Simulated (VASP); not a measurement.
# CO (P4/nmm) in VASP: further runs

CO is run at these levels: PBE; tasks: relaxation of cell and atoms, single point.

Everything below comes from runs of VASP 6.6.1. Logs are shortened: lines on timing, memory, paths and dates and some standing lists are left out, and cuts for length are marked.

## (1) The cell of the first run

The structure is tetragonal, space group P4/nmm (No. 129). The conventional cell has a = 3.392 Å, b = 3.392 Å, c = 4.286 Å, α = 90.00°, β = 90.00°, γ = 90.00°. Within 2.6 Å of C (site symmetry 4mm) lie 4 O at 1.97 Å. Within 2.6 Å of O (site symmetry -4m2) lie 4 C at 1.97 Å and 4 O at 2.40 Å.

## (2) Relaxation of cell and atoms, PBE

The input, INCAR:

```
SYSTEM = CO
ALGO     = Normal         ! electronic algorithm
EDIFF    = 1E-7           ! SCF threshold, eV
EDIFFG   = -0.04          ! ionic threshold
ENCUT    = 600            ! plane-wave cutoff, eV
GGA      = PE             ! functional
GGA_COMPAT= .FALSE.      
IBRION   = 2              ! ionic algorithm
ISIF     = 3              ! what is computed and relaxed
ISMEAR   = 0              ! smearing method
LASPH    = .TRUE.         ! aspherical terms in the spheres
LCHARG   = .FALSE.        ! write CHGCAR
LREAL    = .FALSE.        ! projectors in reciprocal space
LWAVE    = .FALSE.        ! write WAVECAR
NELM     = 120            ! most SCF steps
NELMIN   = 4            
NSW      = 90             ! ionic steps
PREC     = Accurate       ! precision mode
SIGMA    = 0.1            ! smearing width, eV
```

The input, KPOINTS:

```
k-points
0
G
  6 6 4
  0 0 0
```

The input, POSCAR:

```
CO
1.0
    3.3922278395      0.0000000000      0.0000000000
    0.0000000000      3.3922278395      0.0000000000
    0.0000000000      0.0000000000      4.2863748516
C O
2 2
Direct
    0.0000000000      0.5000000000      0.2351000000
    0.5000000000      0.0000000000      0.7649000000
    0.0000000000      0.0000000000      0.0000000000
    0.5000000000      0.5000000000      0.0000000000
```

Potentials or basis: VASP PAW PBE potentials, release 64 (C, O).

On the command line:

```console
cat potpaw_PBE.64/C/POTCAR potpaw_PBE.64/O/POTCAR > POTCAR
mpirun -np 1 vasp_std > vasp.out
```

OUTCAR:

```text
SYSTEM = CO
   EDIFF = 1E-7
   EDIFFG = -0.04
   ENCUT = 600
   GGA = PE
   IBRION = 2
   ISIF = 3
   ISMEAR = 0
   LASPH = .TRUE.
   LREAL = .FALSE.
   NELM = 120
   NELMIN = 4
   NSW = 90
   PREC = Accurate

 ion  position               nearest neighbor table
   1  0.000  0.500  0.235-   3 1.97   4 1.97   3 1.97   4 1.97
   2  0.500  0.000  0.765-   3 1.97   4 1.97   4 1.97   3 1.97
   3  0.000  0.000  0.000-   1 1.97   2 1.97   1 1.97   2 1.97
   4  0.500  0.500  0.000-   1 1.97   2 1.97   2 1.97   1 1.97

  LATTYP: Found a simple tetragonal cell.
 ALAT       =     3.3922278395
 C/A-ratio  =     1.2635869565

  Lattice vectors:

 A1 = (   3.3922278395,   0.0000000000,   0.0000000000)
 A2 = (   0.0000000000,   3.3922278395,   0.0000000000)
 A3 = (   0.0000000000,   0.0000000000,   4.2863748516)

Analysis of symmetry for initial positions (statically):
=====================================================================
 Subroutine PRICEL returns:
 Original cell was already a primitive cell.

 Routine SETGRP: Setting up the symmetry group for a
 simple tetragonal supercell.

 Subroutine GETGRP returns: Found 16 space group operations
 (whereof  8 operations were pure point group operations)
 out of a pool of 16 trial point group operations.

The static configuration has the point symmetry D_2d.
 The point group associated with its full space group is D_4h.

Analysis of symmetry for dynamics (positions and initial velocities):
=====================================================================
 Subroutine PRICEL returns:
 Original cell was already a primitive cell.

 Routine SETGRP: Setting up the symmetry group for a
 simple tetragonal supercell.

 Subroutine GETGRP returns: Found 16 space group operations
 (whereof  8 operations were pure point group operations)
 out of a pool of 16 trial point group operations.

The dynamic configuration has the point symmetry D_2d.
 The point group associated with its full space group is D_4h.

 Subroutine INISYM returns: Found 16 space group operations
 (whereof  8 operations are pure point group operations),
 and found     1 'primitive' translations

----------------------------------------------------------------------------------------

                                     Primitive cell

  volume of cell :      49.3242

  direct lattice vectors                    reciprocal lattice vectors
     3.392227839  0.000000000  0.000000000     0.294791520  0.000000000  0.000000000
     0.000000000  3.392227839  0.000000000     0.000000000  0.294791520  0.000000000
     0.000000000  0.000000000  4.286374852     0.000000000  0.000000000  0.233297375

  length of vectors
     3.392227839  3.392227839  4.286374852     0.294791520  0.294791520  0.233297375

  position of ions in fractional coordinates (direct lattice)
     0.000000000  0.500000000  0.235100000
     0.500000000  0.000000000  0.764900000
     0.000000000  0.000000000  0.000000000
     0.500000000  0.500000000  0.000000000

  ion indices of the primitive-cell ions
   primitive index   ion index
                 1           1
                 2           2
                 3           3
                 4           4

----------------------------------------------------------------------------------------

 KPOINTS: k-points

Automatic generation of k-mesh.
 Grid dimensions read from file:
 generate k-points for:    6    6    4

 Generating k-lattice:

  Cartesian coordinates                     Fractional coordinates (reciprocal lattice)
     0.049131920  0.000000000  0.000000000     0.166666667  0.000000000  0.000000000
     0.000000000  0.049131920  0.000000000     0.000000000  0.166666667  0.000000000
     0.000000000  0.000000000  0.058324344     0.000000000  0.000000000  0.250000000

  Length of vectors
     0.049131920  0.049131920  0.058324344

  Shift w.r.t. Gamma in fractional coordinates (k-lattice)
     0.000000000  0.000000000  0.000000000

 Subroutine IBZKPT returns following result:
 ===========================================

 Found     30 irreducible k-points:

 Following reciprocal coordinates:
            Coordinates               Weight
  0.000000  0.000000  0.000000      1.000000
  0.166667  0.000000  0.000000      4.000000
  0.333333  0.000000  0.000000      4.000000
  0.500000  0.000000  0.000000      2.000000
  0.166667  0.166667  0.000000      4.000000
  0.333333  0.166667  0.000000      8.000000
[... 16 lines left out ...]
  0.333333  0.000000  0.500000      4.000000
  0.500000  0.000000  0.500000      2.000000
 [... further k-points ...]
   k-points           NKPTS =     30   k-points in BZ     NKDIM =     30   number of bands    NBANDS=     14
   number of dos      NEDOS =    301   number of ions     NIONS =      4
   total plane-waves  NPLWV =  28224
   dimension x,y,z NGX =    28 NGY =   28 NGZ =   36
   dimension x,y,z NGXF=    56 NGYF=   56 NGZF=   72
   ions per type =               2   2
   NGX,Y,Z   is equivalent  to a cutoff of  13.72, 13.72, 13.96 a.u.
   NGXF,Y,Z  is equivalent  to a cutoff of  27.44, 27.44, 27.93 a.u.
 SYSTEM =  CO
   PREC   = accura    normal or accurate (medium, high low for compatibility)
   ISTART =      0    job   : 0-new  1-cont  2-samecut
   ICHARG =      2    charge: 1-file 2-atom 10-const
   ISPIN  =      1    spin polarized calculation?
   LNONCOLLINEAR =      F non collinear calculations
   LSORBIT =      F    spin-orbit coupling
   LASPH  =      T    aspherical Exc in radial PAW
   ENCUT  =  600.0 eV  44.10 Ry    6.64 a.u.   6.78  6.78  8.56*2*pi/ulx,y,z
   NELM   =    120;   NELMIN=  4; NELMDL= -5     # of ELM steps
   EDIFF  = 0.1E-06   stopping-criterion for ELM
   LREAL  =      F    real-space projection
   EDIFFG = -.4E-01   stopping-criterion for IOM
   NSW    =     90    number of steps for IOM
   IBRION =      2    ionic relax: 0-MD 1-quasi-New 2-CG
   NFREE  =      1    steps in history (QN), initial steepest desc. (CG)
   ISIF   =      3    stress and relaxation
   ISYM   =      2    0-nonsym 1-usesym 2-fastsym
   POTIM  = 0.5000    time-step for ionic-motion
   TEBEG  =    0.0;   TEEND  =   0.0 temperature during run
   PSTRESS=    0.0 pullay stress
   NELECT =      20.0000    total number of electrons
   NUPDOWN=      -1.0000    fix difference up-down
   EMIN   =  10.00;   EMAX   =-10.00  energy-range for DOS
   EFERMI =   0.00;   METHOD = LEGACY
   ISMEAR =     0;   SIGMA  =   0.10  broadening in eV -4-tet -1-fermi 0-gaus
   EFERMI_NEDOS =   21; number of points for ismear=-14 and -15
   IALGO  =     38    algorithm
   IMIX   =      4    mixing-type and parameters
     AMIX     =   0.40;   BMIX     =  1.00
     AMIX_MAG =   1.60;   BMIX_MAG =  1.00
  volume/ion in A,a.u.               =      12.33        83.21
  Fermi-wavevector in a.u.,A,eV,Ry     =   1.211708  2.289797 19.976579  1.468237
  Thomas-Fermi vector in A             =   2.347215
   LORBIT       =      0    0 simple, 1 ext, 2 COOP (PROOUT), +10 PAW based schemes
   GGA     = PE    functional components
   LHFCALC =     F    Hartree Fock is set to
   AEXX    =    0.0000 exact exchange contribution
   IVDW    =     0    specifies the selected vdW correction
   LEPSILON=     F    determine dielectric tensor
   LRPA    =     F    only Hartree local field effects (RPA)
 conjugate gradient relaxation of ions
 non-spin polarized calculation
 Gauss-broadening in eV      SIGMA  =   0.10
  energy-cutoff  :      600.00
  volume of cell :       49.32
 maximum number of plane-waves:      1664
 NGX is ok and might be reduce to    28
   NGX = 13   NGY = 13   NGZ = 17

--------------------------------------- Ionic step        1  -------------------------------------------

 number of electron      19.9999996 magnetization

 Free energy of the ion-electron system (eV)
  ---------------------------------------------------
  ext. energy  EPLUGINS =         0.00000000
  ---------------------------------------------------
  free energy    TOTEN  =       -19.21093001 eV

  energy without entropy =      -19.20881457  energy(sigma->0) =      -19.20987229

 E-fermi :   0.4800     XC(G=0):  -9.3411

 val. band max:        0.4066649197   @ k =   0.5000   0.5000   0.5000
 cond. band min:       0.5765250726   @ k =   0.0000   0.0000   0.2500
 fundamental gap:      0.1698601529
 Fermi energy:         0.4799892114

 k-point     1 :       0.0000    0.0000    0.0000
  band No.  band energies     occupation
      1     -19.1553      2.00000
      2     -15.6801      2.00000
      3      -8.5961      2.00000
      4      -5.9342      2.00000
      5      -5.2078      2.00000
      6      -5.2078      2.00000
      7      -1.3183      2.00000
      8      -1.3183      2.00000
      9      -1.1263      2.00000
     10      -0.0161      2.00000
     11       1.2874      0.00000
     12       2.0163      0.00000
     13       3.7120      0.00000
     14       3.7120      0.00000
[... 377 lines left out ...]
      1     -17.5065      2.00000
      2     -17.5065      2.00000
      3      -8.0854      2.00000
      4      -8.0854      2.00000
      5      -3.5394      2.00000
      6      -3.5394      2.00000
      7      -3.4534      2.00000
      8      -3.4534      2.00000
      9      -0.6666      2.00000
     10      -0.6666      2.00000
     11       3.8005      0.00000
     12       3.8005      0.00000
     13       4.0185      0.00000
     14       4.0186      0.00000

 [... further k-points ...]

------------------------ aborting loop because EDIFF is reached ----------------------------------------

  FORCE on cell =-STRESS in cart. coord.  units (eV):
  Direction    XX          YY          ZZ          XY          YZ          ZX
  --------------------------------------------------------------------------------------
  -------------------------------------------------------------------------------------
  Total       -6.9836072     -6.9836072     -6.3149559      0.0000000     -0.0000000      0.0000000
  in kB     -226.8455220   -226.8455220   -205.1260084      0.0000000     -0.0000000      0.0000000
  external PRESSURE =    -219.6056841 kB  Pullay stress =       0.0000000 kB
[... 95 lines left out ...]
  FREE ENERGIE OF THE ION-ELECTRON SYSTEM (eV)
  ---------------------------------------------------
  free  energy   TOTEN  =       -20.7579487241 eV

  energy  without entropy=      -20.7504100714  energy(sigma->0) =      -20.75417940

[... ionic steps 4 to 7 ...]

--------------------------------------- Ionic step        8  -------------------------------------------

 number of electron      19.9999997 magnetization

------------------------ aborting loop because EDIFF is reached ----------------------------------------
[... 71 lines left out ...]
--------------------------------------- Ionic step       10  -------------------------------------------

 number of electron      19.9999997 magnetization

 Free energy of the ion-electron system (eV)
  ---------------------------------------------------
  ext. energy  EPLUGINS =         0.00000000
  ---------------------------------------------------
  free energy    TOTEN  =       -20.81821388 eV

  energy without entropy =      -20.81326746  energy(sigma->0) =      -20.81574067

 E-fermi :   3.4637     XC(G=0): -10.5090

 val. band max:        3.4432960948   @ k =   0.1667   0.1667   0.5000
 cond. band min:       3.6079695845   @ k =   0.1667   0.0000   0.5000
 fundamental gap:      0.1646734898
 Fermi energy:         3.4636669327

 k-point     1 :       0.0000    0.0000    0.0000
  band No.  band energies     occupation
      1     -20.6875      2.00000
      2     -14.7755      2.00000
      3      -7.2286      2.00000
      4      -6.6163      2.00000
      5      -6.6163      2.00000
      6      -1.3904      2.00000
      7      -1.0831      2.00000
      8      -1.0831      2.00000
      9      -0.0117      2.00000
     10       1.0890      2.00000
     11       4.6093      0.00000
     12       5.4821      0.00000
     13       7.8679      0.00000
     14       7.8679      0.00000
[... 377 lines left out ...]
      1     -18.2253      2.00000
      2     -18.2253      2.00000
      3      -6.7276      2.00000
      4      -6.7276      2.00000
      5      -4.2376      2.00000
      6      -4.2376      2.00000
      7      -3.2517      2.00000
      8      -3.2517      2.00000
      9       2.7099      2.00000
     10       2.7099      2.00000
     11       7.0658      0.00000
     12       7.0658      0.00000
     13       8.9338      0.00000
     14       8.9338      0.00000

 [... further k-points ...]

------------------------ aborting loop because EDIFF is reached ----------------------------------------

  FORCE on cell =-STRESS in cart. coord.  units (eV):
  Direction    XX          YY          ZZ          XY          YZ          ZX
  --------------------------------------------------------------------------------------
  -------------------------------------------------------------------------------------
  Total       -0.0504649     -0.0504649     -0.1469863      0.0000000      0.0000000      0.0000000
  in kB       -2.1650306     -2.1650306     -6.3059597      0.0000000      0.0000000      0.0000000
  external PRESSURE =      -3.5453403 kB  Pullay stress =       0.0000000 kB
[... 19 lines left out ...]
  FREE ENERGIE OF THE ION-ELECTRON SYSTEM (eV)
  ---------------------------------------------------
  free  energy   TOTEN  =       -20.8182138847 eV

  energy  without entropy=      -20.8132674614  energy(sigma->0) =      -20.81574067

 reached required accuracy - stopping structural energy minimisation
```

Run time: 64 s. Hardware: 1 thread of Intel Xeon 6975P-C (Granite Rapids), shared host; peak memory 0.16 GiB.

What came out:

```
Free energy                           : -20.8182 eV
Relaxed volume                        : 9.34 Å³/atom
Relaxed cell                          : a = 3.120 Å, b = 3.120 Å, c = 3.837 Å, α = 90.00°, β = 90.00°, γ = 90.00°
Space group after relaxing (to 0.1 Å) : P4/nmm (No. 129)
Energy gained by relaxing             : 401.8 meV/atom
Ionic steps                           : 10
Pressure after relaxing               : -0.4 GPa
Largest force after relaxing          : 0.020 eV/Å
```

Forces on the atoms (eV/Å):
```
C    0.000  0.000  0.020
C    0.000  0.000 -0.020
O    0.000  0.000  0.000
O    0.000  0.000  0.000
```

The path:
```csv
step,energy change (eV),largest force (eV/Å),pressure (GPa),volume (Å³)
1,0.0000,3.1123,-21.96,49.32
2,-1.5256,0.7098,-2.10,38.21
3,-1.5470,0.5306,1.92,36.99
4,-1.5470,0.5184,2.71,36.77
5,-1.6056,0.1539,0.57,37.23
6,-1.6057,0.1263,0.62,37.22
7,-1.6057,0.1053,0.65,37.21
8,-1.6068,0.0334,-0.35,37.41
9,-1.6068,0.0179,-0.24,37.38
10,-1.6073,0.0199,-0.35,37.35
```

Final structure:
```xyz
4
Lattice="3.1197 0.0000 0.0000 0.0000 3.1197 0.0000 0.0000 0.0000 3.8373" Properties=species:S:1:pos:R:3 pbc="T T T"
C     0.0000    1.5598    0.7222
C     1.5598    0.0000    3.1151
O     0.0000    0.0000    0.0000
O     1.5598    1.5598    0.0000
```

Levels at points of the mesh, in eV from the Fermi level:
| k point | band 7 | band 8 | band 9 | band 10 | band 11 | band 12 | band 13 | band 14 |
| --- | --- | --- | --- | --- | --- | --- | --- | --- |
| (0.00, 0.00, 0.00) | -4.55 | -4.55 | -3.48 | -2.37 | 1.15 | 2.02 | 4.40 | 4.40 |
| (0.50, 0.00, 0.00) | -6.21 | -6.21 | -1.46 | -1.46 | 3.20 | 3.20 | 5.83 | 5.83 |
| (0.50, 0.50, 0.00) | -2.02 | -2.02 | -1.92 | -1.92 | 3.03 | 3.03 | 5.82 | 5.82 |
| (0.00, 0.00, 0.50) | -4.58 | -3.62 | -2.94 | -2.72 | 0.26 | 2.15 | 3.70 | 3.70 |
| (0.50, 0.00, 0.50) | -6.72 | -6.72 | -0.75 | -0.75 | 3.60 | 3.60 | 5.47 | 5.47 |
| (0.50, 0.50, 0.50) | -2.73 | -2.73 | -1.92 | -1.92 | 4.22 | 4.22 | 5.47 | 5.47 |

Caveat: the k points lie up to 0.41 Å⁻¹ apart in the final cell; the volume moved by over 15 % at a fixed basis, so the end points are rough.

(Continued in part 2 of 2.)
